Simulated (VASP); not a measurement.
The system is Al4FeCo3.

```
Al Fe Co
1.0
    -2.85419    2.85419    2.85419
     2.85419   -2.85419    2.85419
     2.85419    2.85419   -2.85419
Al Fe Co
4 1 3
Direct
  0.00000 0.50000 0.00000
  0.50000 0.50000 0.50000
  0.00000 0.00000 0.50000
  0.50000 0.00000 0.00000
  0.00000 0.00000 0.00000
  0.50000 0.00000 0.50000
  0.50000 0.50000 0.00000
  0.00000 0.50000 0.50000
```

Base run:

| Item | Value |
| --- | --- |
| Program | VASP 6.6.1 |
| Functional | PBE |
| Potentials or basis | VASP PAW PBE potentials, release 64 (Al, Fe, Co) |
| Cutoff | 520 eV |
| k mesh | 10 × 10 × 10 |
| Occupations | gaussian, width 0.1 eV |
| Spin | no spin polarisation |

Its results: band gap on the k mesh zero (an odd number of electrons rules out a gap without spin polarisation); pressure 0.0 GPa.

The run is repeated on the same cell with these changes: functional from PBE to r2SCAN; further incar settings from ALGO = Fast; EDIFF = 1e-06; NBANDS = 34 to ALGO = Normal; EDIFF = 1e-06; NBANDS = 34. What comes out?

Band gap on the k mesh zero (an odd number of electrons rules out a gap without spin polarisation); pressure -5.8 GPa.

Caveats: the run has no spin polarisation, though such a crystal can be magnetic; the cell stands under tension (at least some runs); the PAW data sets were made with another functional, which shifts forces and pressure a little (at least some runs).
